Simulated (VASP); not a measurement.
A run of VASP 6.6.1 is set up as follows.

Contents of INCAR:

```
SYSTEM = MgS
ALGO = Normal
EDIFF = 1E-6
ENCUT = 600
GGA = PS
GGA_COMPAT = .False.
ISIF = 2
ISMEAR = 0
LASPH = .True.
LCHARG = .False.
LREAL = .False.
LWAVE = .False.
NBANDS = 11
NELM = 120
PREC = Accurate
SIGMA = 0.02
```

Contents of KPOINTS:

```
k-points
0
Gamma
  8 8 8
  0 0 0
```

POSCAR

```
MgS
1.0
    0.0000000000      2.8258920338      2.8258920338
    2.8258920338      0.0000000000      2.8258920338
    2.8258920338      2.8258920338      0.0000000000
Mg S
1 1
Direct
    0.0000000000      0.0000000000      0.0000000000
    0.2500000000      0.2500000000      0.2500000000
```

Potentials or basis: VASP PAW PBE potentials, release 64 (Mg, S).

Command:

```console
$ cat potpaw_PBE.64/Mg/POTCAR potpaw_PBE.64/S/POTCAR > POTCAR
$ mpirun -np 1 vasp_std > vasp.out
```

Problem. Predict the band gap on the k mesh.

Solution. 3.32 eV.

Problem. Estimate the pressure.

Solution. -0.1 GPa.

Caveat: the PAW data sets were made with another functional, which shifts forces and pressure a little. A k mesh can miss the band edges.
